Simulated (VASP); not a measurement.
Here is a VASP 6.6.1 calculation.

The input POSCAR:

```
Ta2C
1.0
    3.1059007354      0.0000000000      0.0000000000
   -1.5529503677      2.6897889385      0.0000000000
    0.0000000000      0.0000000000      4.9464000000
Ta C
2 1
Direct
    0.3333333333      0.6666666667      0.2520100000
    0.6666666667      0.3333333333      0.7479900000
    0.0000000000      0.0000000000      0.0000000000
```

Contents of INCAR.step1:

```
  PREC = Accurate
  ENCUT = 520
  ISMEAR = 0
  SIGMA = 0.1
  LREAL = F
  LASPH = T
  NELM = 80
  NBANDS = 20
  GGA = PE
  ALGO = Normal
  EDIFF = 1E-4
  LWAVE = T
  LCHARG = F
```

The input INCAR.step2:

```
  PREC = Accurate
  ENCUT = 520
  EDIFF = 1E-7
  ISMEAR = 0
  SIGMA = 0.1
  LREAL = F
  LASPH = T
  NELM = 80
  ALGO = Normal
  ISIF = 2
  LWAVE = F
  LCHARG = T
  METAGGA = R2SCAN
  LMIXTAU = T
  LELF = T
  LVHAR = T
  NBANDS = 20
  ISTART = 1
```

Contents of KPOINTS:

```
regular mesh
0
Gamma
  3 3 1
```

Potentials or basis: VASP PAW PBE potentials, release 64 (Ta_pv, C).

The run is started by

```console
$ cat potpaw_PBE.64/Ta_pv/POTCAR potpaw_PBE.64/C/POTCAR > POTCAR
$ cp INCAR.step1 INCAR
$ mpirun -np 1 vasp_std > vasp.out
$ cp INCAR.step2 INCAR
$ mpirun -np 1 vasp_std > vasp.out
```

(1) Predict the pressure.

(2) What does it give for the largest force?

Results:

(1) 0.1 GPa.

(2) 0.936 eV/Å.

Caveat: the k points lie up to 1.27 Å⁻¹ apart; the PAW data sets were made with another functional, which shifts forces and pressure a little.
